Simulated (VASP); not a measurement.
# HfB (R-3m) in VASP: single point with PBE

Aim: the single point of HfB with PBE.

Everything below comes from runs of VASP 6.6.1. Logs are shortened: lines on timing, memory, paths and dates and some standing lists are left out, and cuts for length are marked.

## Step 1: The cell of the first run

The structure is trigonal, space group R-3m (No. 166). The conventional cell has a = 2.939 Å, b = 2.939 Å, c = 11.903 Å, α = 90.00°, β = 90.00°, γ = 120.00°. Within 3.4 Å of Hf (site symmetry -3m) lie 6 B at 2.61 Å and 6 Hf at 2.94 Å. Within 3.4 Å of B (site symmetry -3m) lie 6 Hf at 2.61 Å and 6 B at 2.94 Å.

## Step 2: Single point, PBE

Input file INCAR:

```
PREC     = Accurate       # precision mode
ENCUT    = 520            # plane-wave cutoff, eV
EDIFF    = 1E-6           # SCF threshold, eV
ISMEAR   = 0              # smearing method
SIGMA    = 0.1            # smearing width, eV
LREAL    = False          # projectors in reciprocal space
LASPH    = True           # aspherical terms in the spheres
NELM     = 60             # most SCF steps
ALGO     = Normal         # electronic algorithm
ISIF     = 2              # what is computed and relaxed
LWAVE    = False          # write WAVECAR
LCHARG   = False          # write CHGCAR
GGA      = PE             # functional
NBANDS   = 14             # bands
```

Input file KPOINTS:

```
regular mesh
0
Gamma
  6 6 6
```

Input file POSCAR:

```
HfB
1.0
    1.4695981700      0.8484729000      3.9675203700
   -1.4695981700      0.8484729000      3.9675203700
    0.0000000000     -1.6969457900      3.9675203700
Hf B
1 1
Direct
    0.5000000000      0.5000000000      0.5000000000
    0.0000000000      0.0000000000      0.0000000000
```

Potentials or basis: VASP PAW PBE potentials, release 64 (Hf_pv, B).

Started as:

```sh
cat potpaw_PBE.64/Hf_pv/POTCAR potpaw_PBE.64/B/POTCAR > POTCAR
mpirun -np 1 vasp_std > vasp.out
```

OUTCAR:

```text
PREC = Accurate
   ENCUT = 520
   EDIFF = 1E-6
   ISMEAR = 0
   LREAL = False
   LASPH = True
   NELM = 60
   ISIF = 2
   GGA = PE

 ion  position               nearest neighbor table
   1  0.500  0.500  0.500-   2 2.61   2 2.61   2 2.61   2 2.61   2 2.61   2 2.61
   2  0.000  0.000  0.000-   1 2.61   1 2.61   1 2.61   1 2.61   1 2.61   1 2.61

  LATTYP: Found a trigonal (rhomboedric) cell.
 ALAT       =     4.3151874733
 COS(alpha) =     0.7680321152

  Lattice vectors:

 A1 = (   1.4695981700,   0.8484729000,   3.9675203700)
 A2 = (  -1.4695981700,   0.8484729000,   3.9675203700)
 A3 = (   0.0000000000,  -1.6969457900,   3.9675203700)

Analysis of symmetry for initial positions (statically):
=====================================================================
 Subroutine PRICEL returns:
 Original cell was already a primitive cell.

 Routine SETGRP: Setting up the symmetry group for a
 trigonal (rhombohedral) supercell.

 Subroutine GETGRP returns: Found 12 space group operations
 (whereof 12 operations were pure point group operations)
 out of a pool of 12 trial point group operations.

The static configuration has the point symmetry D_3d.

Analysis of symmetry for dynamics (positions and initial velocities):
=====================================================================
 Subroutine PRICEL returns:
 Original cell was already a primitive cell.

 Routine SETGRP: Setting up the symmetry group for a
 trigonal (rhombohedral) supercell.

 Subroutine GETGRP returns: Found 12 space group operations
 (whereof 12 operations were pure point group operations)
 out of a pool of 12 trial point group operations.

The dynamic configuration has the point symmetry D_3d.

 Subroutine INISYM returns: Found 12 space group operations
 (whereof 12 operations are pure point group operations),
 and found     1 'primitive' translations

----------------------------------------------------------------------------------------

                                     Primitive cell

  volume of cell :      29.6829

  direct lattice vectors                    reciprocal lattice vectors
     1.469598170  0.848472900  3.967520370     0.340229057  0.196431338  0.084015532
    -1.469598170  0.848472900  3.967520370    -0.340229057  0.196431338  0.084015532
     0.000000000 -1.696945790  3.967520370     0.000000000 -0.392862677  0.084015532

  length of vectors
     4.315187473  4.315187473  4.315187470     0.401745805  0.401745805  0.401745806

  position of ions in fractional coordinates (direct lattice)
     0.500000000  0.500000000  0.500000000
     0.000000000  0.000000000  0.000000000

  ion indices of the primitive-cell ions
   primitive index   ion index
                 1           1
                 2           2

----------------------------------------------------------------------------------------

 KPOINTS: regular mesh

Automatic generation of k-mesh.
 Grid dimensions read from file:
 generate k-points for:    6    6    6

 Generating k-lattice:

  Cartesian coordinates                     Fractional coordinates (reciprocal lattice)
     0.056704843  0.032738556  0.014002589     0.166666667  0.000000000  0.000000000
    -0.056704843  0.032738556  0.014002589     0.000000000  0.166666667  0.000000000
     0.000000000 -0.065477113  0.014002589     0.000000000  0.000000000  0.166666667

  Length of vectors
     0.066957634  0.066957634  0.066957634

  Shift w.r.t. Gamma in fractional coordinates (k-lattice)
     0.000000000  0.000000000  0.000000000

 Subroutine IBZKPT returns following result:
 ===========================================

 Found     32 irreducible k-points:

 Following reciprocal coordinates:
            Coordinates               Weight
  0.000000  0.000000  0.000000      1.000000
  0.166667  0.000000  0.000000      6.000000
  0.333333  0.000000 -0.000000      6.000000
  0.500000  0.000000  0.000000      3.000000
  0.166667  0.166667  0.000000      6.000000
  0.333333  0.166667  0.000000     12.000000
[... 16 lines left out ...]
  0.500000  0.500000  0.166667      6.000000
 -0.333333  0.500000  0.166667     12.000000
 [... further k-points ...]
   k-points           NKPTS =     32   k-points in BZ     NKDIM =     32   number of bands    NBANDS=     14
   number of dos      NEDOS =    301   number of ions     NIONS =      2
   total plane-waves  NPLWV =  32768
   dimension x,y,z NGX =    32 NGY =   32 NGZ =   32
   dimension x,y,z NGXF=    64 NGYF=   64 NGZF=   64
   ions per type =               1   1
   NGX,Y,Z   is equivalent  to a cutoff of  12.33, 12.33, 12.33 a.u.
   NGXF,Y,Z  is equivalent  to a cutoff of  24.66, 24.66, 24.66 a.u.
 SYSTEM =  unknown system
   PREC   = accura    normal or accurate (medium, high low for compatibility)
   ISTART =      0    job   : 0-new  1-cont  2-samecut
   ICHARG =      2    charge: 1-file 2-atom 10-const
   ISPIN  =      1    spin polarized calculation?
   LNONCOLLINEAR =      F non collinear calculations
   LSORBIT =      F    spin-orbit coupling
   LASPH  =      T    aspherical Exc in radial PAW
   ENCUT  =  520.0 eV  38.22 Ry    6.18 a.u.   8.02  8.02  8.02*2*pi/ulx,y,z
   NELM   =     60;   NELMIN=  2; NELMDL= -5     # of ELM steps
   EDIFF  = 0.1E-05   stopping-criterion for ELM
   LREAL  =      F    real-space projection
   EDIFFG = 0.1E-04   stopping-criterion for IOM
   NSW    =      0    number of steps for IOM
   IBRION =     -1    ionic relax: 0-MD 1-quasi-New 2-CG
   NFREE  =      0    steps in history (QN), initial steepest desc. (CG)
   ISIF   =      2    stress and relaxation
   ISYM   =      2    0-nonsym 1-usesym 2-fastsym
   POTIM  = 0.5000    time-step for ionic-motion
   TEBEG  =    0.0;   TEEND  =   0.0 temperature during run
   PSTRESS=    0.0 pullay stress
   NELECT =      13.0000    total number of electrons
   NUPDOWN=      -1.0000    fix difference up-down
   EMIN   =  10.00;   EMAX   =-10.00  energy-range for DOS
   EFERMI =   0.00;   METHOD = LEGACY
   ISMEAR =     0;   SIGMA  =   0.10  broadening in eV -4-tet -1-fermi 0-gaus
   EFERMI_NEDOS =   21; number of points for ismear=-14 and -15
   IALGO  =     38    algorithm
   IMIX   =      4    mixing-type and parameters
     AMIX     =   0.40;   BMIX     =  1.00
     AMIX_MAG =   1.60;   BMIX_MAG =  1.00
  volume/ion in A,a.u.               =      14.84       100.16
  Fermi-wavevector in a.u.,A,eV,Ry     =   1.243236  2.349376 21.029655  1.545636
  Thomas-Fermi vector in A             =   2.377556
   LORBIT       =      0    0 simple, 1 ext, 2 COOP (PROOUT), +10 PAW based schemes
   GGA     = PE    functional components
   LHFCALC =     F    Hartree Fock is set to
   AEXX    =    0.0000 exact exchange contribution
   IVDW    =     0    specifies the selected vdW correction
   LEPSILON=     F    determine dielectric tensor
   LRPA    =     F    only Hartree local field effects (RPA)
 non-spin polarized calculation
 Gauss-broadening in eV      SIGMA  =   0.10
  energy-cutoff  :      520.00
  volume of cell :       29.68
 maximum number of plane-waves:       822
   NGX = 17   NGY = 17   NGZ = 17

 number of electron      13.0000000 magnetization

 Free energy of the ion-electron system (eV)
  ---------------------------------------------------
  ext. energy  EPLUGINS =         0.00000000
  ---------------------------------------------------
  free energy    TOTEN  =       -15.73989332 eV

  energy without entropy =      -15.73294572  energy(sigma->0) =      -15.73641952

 E-fermi :   4.9473     XC(G=0): -11.4851

 val. band max:        4.9260317868   @ k =   0.3333   0.0000  -0.0000
 cond. band min:       4.9819188777   @ k =   0.3333   0.3333   0.0000
 fundamental gap:      0.0558870909
 Fermi energy:         4.9472522654

 k-point     1 :       0.0000    0.0000    0.0000
  band No.  band energies     occupation
      1     -25.4071      2.00000
      2     -24.7110      2.00000
      3     -24.7110      2.00000
      4      -4.9376      2.00000
      5       2.0902      2.00000
      6       4.2535      2.00000
      7       6.8044      0.00000
      8       6.8044      0.00000
      9       9.9666      0.00000
     10       9.9666      0.00000
     11      10.0881      0.00000
     12      10.0881      0.00000
     13      14.5374      0.00000
     14      16.7432      0.00000

 k-point     2 :       0.1667    0.0000    0.0000
  band No.  band energies     occupation
      1     -25.3590      2.00000
      2     -25.0399      2.00000
      3     -24.7833      2.00000
      4      -4.1892      2.00000
      5       2.6416      2.00000
      6       3.8620      2.00000
      7       5.6608      0.00000
      8       7.8127      0.00000
      9       7.9288      0.00000
     10       8.0874      0.00000
     11      11.4565      0.00000
     12      12.0495      0.00000
     13      14.8384      0.00000
     14      18.3566      0.00000

 k-point     3 :       0.3333    0.0000   -0.0000
  band No.  band energies     occupation
      1     -25.6534      2.00000
      2     -25.2609      2.00000
      3     -24.9247      2.00000
      4      -2.2761      2.00000
      5       1.7636      2.00000
      6       3.0555      2.00000
      7       4.9260      1.23590
      8       6.4089      0.00000
      9       8.0621      0.00000
     10      10.6052      0.00000
     11      13.1029      0.00000
     12      13.2497      0.00000
     13      14.9858      0.00000
     14      15.6210      0.00000
[... 324 lines left out ...]
 k-point    23 :       0.5000    0.5000    0.1667
  band No.  band energies     occupation
      1     -25.6506      2.00000
      2     -25.2867      2.00000
      3     -24.9277      2.00000
      4      -1.9431      2.00000
      5       1.8733      2.00000
      6       3.2995      2.00000
      7       5.2224      0.00010
      8       7.4273      0.00000
      9       7.8512      0.00000
     10       9.6108      0.00000
     11      11.1300      0.00000
     12      11.5571      0.00000
     13      13.0548      0.00000
     14      17.9937      0.00000

 k-point    24 :      -0.3333    0.5000    0.1667
  band No.  band energies     occupation
      1     -25.7877      2.00000
      2     -25.2283      2.00000
      3     -25.1681      2.00000
      4      -1.0716      2.00000
      5       2.3971      2.00000
      6       3.4335      2.00000
      7       4.1146      2.00000
      8       6.5955      0.00000
      9       7.8363      0.00000
     10       8.9841      0.00000
     11      10.3009      0.00000
     12      13.4435      0.00000
     13      15.2949      0.00000
     14      17.8463      0.00000

 [... further k-points ...]
[... 5 lines left out ...]
  --------------------------------------------------------------------------------------
  -------------------------------------------------------------------------------------
  Total        2.2664693      2.2664693     -6.1250166      0.0000000     -0.0000000      0.0000000
  in kB      122.3357637    122.3357630   -330.6060958      0.0000000     -0.0000003      0.0000000
  external PRESSURE =     -28.6448564 kB  Pullay stress =       0.0000000 kB

 VOLUME and BASIS-vectors are now :
 -----------------------------------------------------------------------------
  energy-cutoff  :      520.00
  volume of cell :       29.68
      direct lattice vectors                 reciprocal lattice vectors
     1.469598170  0.848472900  3.967520370     0.340229057  0.196431338  0.084015532
    -1.469598170  0.848472900  3.967520370    -0.340229057  0.196431338  0.084015532
     0.000000000 -1.696945790  3.967520370     0.000000000 -0.392862677  0.084015532

 POSITION                                       TOTAL-FORCE (eV/Angst)
 -----------------------------------------------------------------------------------
      0.00000      0.00000      5.95128         0.000000     -0.000000      0.000000
      0.00000      0.00000      0.00000         0.000000      0.000000     -0.000000
 -----------------------------------------------------------------------------------
    total drift:                               -0.000000      0.000000      0.000000

  FREE ENERGIE OF THE ION-ELECTRON SYSTEM (eV)
  ---------------------------------------------------
  free  energy   TOTEN  =       -15.7398933163 eV

  energy  without entropy=      -15.7329457175  energy(sigma->0) =      -15.73641952
```

Run time: 15 s. Hardware: 1 thread of Intel Xeon Platinum 8488C (Sapphire Rapids), shared host; peak memory 0.18 GiB.

What came out:

| Item | Value |
| --- | --- |
| Free energy | -15.7399 eV |
| Pressure | -2.9 GPa |

Stress tensor (GPa, compression positive):
```
 12.23   0.00   0.00
  0.00  12.23   0.00
  0.00   0.00 -33.06
```

Caveat: the k points lie up to 0.42 Å⁻¹ apart; spin-orbit coupling is left out, which moves the levels of the heavy elements.
